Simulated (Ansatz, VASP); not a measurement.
# H4C: VASP beside Ansatz

```
CELL_PARAMETERS angstrom
7.38766 0.00000 0.00000
0.00000 7.38766 0.00000
0.00000 0.00000 7.38766
ATOMIC_POSITIONS crystal
C 0.45809 0.44930 0.62793
C 0.48777 0.83407 0.08142
C 0.36109 0.98135 0.53841
C 0.88194 0.19409 0.42100
C 0.92653 0.71674 0.35743
C 0.99490 0.85559 0.84375
C 0.77162 0.38561 0.97954
C 0.24273 0.37145 0.07556
H 0.33334 0.43486 0.55028
H 0.57060 0.47530 0.53580
H 0.48501 0.32480 0.70224
H 0.44452 0.56041 0.72354
H 0.56692 0.93566 0.15310
H 0.38830 0.77557 0.17350
H 0.57664 0.72723 0.03176
H 0.41835 0.89684 0.96773
H 0.39538 0.08934 0.44313
H 0.48501 0.92242 0.59347
H 0.28336 0.87705 0.46791
H 0.28079 0.03602 0.64850
H 0.78436 0.11654 0.49871
H 0.88974 0.13992 0.28480
H 0.01434 0.18566 0.48473
H 0.83931 0.33387 0.41507
H 0.99510 0.82932 0.42185
H 0.83133 0.65669 0.45233
H 0.02538 0.61602 0.31557
H 0.85310 0.76475 0.23985
H 0.08821 0.77024 0.76824
H 0.06902 0.93041 0.94686
H 0.89286 0.77163 0.90855
H 0.92962 0.94959 0.75100
H 0.83908 0.46180 0.08597
H 0.64917 0.32389 0.03289
H 0.86254 0.28079 0.92970
H 0.73605 0.47555 0.86887
H 0.35392 0.42687 0.15403
H 0.14252 0.31376 0.16591
H 0.29404 0.26686 0.98584
H 0.18183 0.47831 0.99490
```

Alike in both runs: functional r2SCAN; k mesh 1 × 1 × 1; occupations fermi-dirac, width 0.02 eV; no spin polarisation.

Ansatz relaxed the structure, and its values are those at the end. VASP's run is a single point on that final structure, the one shown.

```csv
,VASP,Ansatz
version,VASP 6.6.1,Ansatz 0.2.0
potentials or method,"VASP PAW PBE potentials, release 64 (C, H), cutoff 520 eV","scalar-relativistic, plane waves, PAW"
valence electrons in the cell,64,64
```

|  | VASP | Ansatz | Ansatz less VASP |
| --- | --- | --- | --- |
| rms of the force components (eV/Å) | 0.055 | 0.056 | +0.0009 |

VASP's potentials were made for PBE, not for r2SCAN. The functional is the same, so the differences come from potentials, cutoffs and numerics.
